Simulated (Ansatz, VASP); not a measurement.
**Ag: VASP beside Ansatz**

```
Ag
1.0
     0.00000    1.99788    1.99788
     1.99788    0.00000    1.99788
     1.99788    1.99788    0.00000
Ag
1
Direct
  0.00000 0.00000 0.00000
```

Alike in both runs: functional PBEsol; dispersion D3(BJ); k mesh 18 × 18 × 18; occupations gaussian, width 0.1 eV; no spin polarisation.

Ansatz relaxed the structure, and its values are those at the end. VASP's run is a single point on that final structure, the one shown.

|  | VASP | Ansatz |
| --- | --- | --- |
| version | VASP 6.6.1 | Ansatz 0.2.0 |
| potentials or method | VASP PAW PBE potentials, release 64 (Ag), cutoff 500 eV | scalar-relativistic, plane waves, PAW |
| valence electrons in the cell | 11 | 19 |

Ansatz gave:

```
gap on the k mesh at the Fermi level (eV) : none
pressure (GPa)                            : 0.0
```

Task: Estimate VASP's values.

Result: gap on the k mesh at the Fermi level (eV): none; pressure (GPa): -0.3.

VASP's potentials were made for PBE, not for PBEsol, and Ansatz warns of the same on its side. A gap of «none» marks a metal or a gap that the smearing closes. VASP's potentials hold 11 valence electrons a cell and Ansatz's 19, so a difference there can come from the potentials and not from the codes.
